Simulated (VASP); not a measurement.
Input of a VASP 6.6.1 run:

File INCAR:

```
PREC = Accurate
ENCUT = 520
EDIFF = 1E-6
ISMEAR = -1
SIGMA = 0.08
LREAL = F
LASPH = T
NELM = 80
ALGO = Normal
ISIF = 2
LWAVE = F
LCHARG = F
GGA = PS
NBANDS = 10
```

Contents of KPOINTS:

```
regular mesh
0
Gamma
  10 10 10
```

POSCAR

```
K
1.0
   -2.6092440818      2.6092440818      2.6092440818
    2.6092440818     -2.6092440818      2.6092440818
    2.6092440818      2.6092440818     -2.6092440818
K
1
Direct
    0.0000000000      0.0000000000      0.0000000000
```

Potentials or basis: VASP PAW PBE potentials, release 64 (K_sv).

Command:

```bash
$ cat potpaw_PBE.64/K_sv/POTCAR > POTCAR
$ mpirun -np 1 vasp_std > vasp.out
```

Problem. What does it give for the pressure?

Solution. 0.0 GPa.

Problem. Estimate the band gap on the k mesh.

Solution. Zero (an odd number of electrons rules out a gap without spin polarisation).

Caveat: the PAW data sets were made with another functional, which shifts forces and pressure a little.
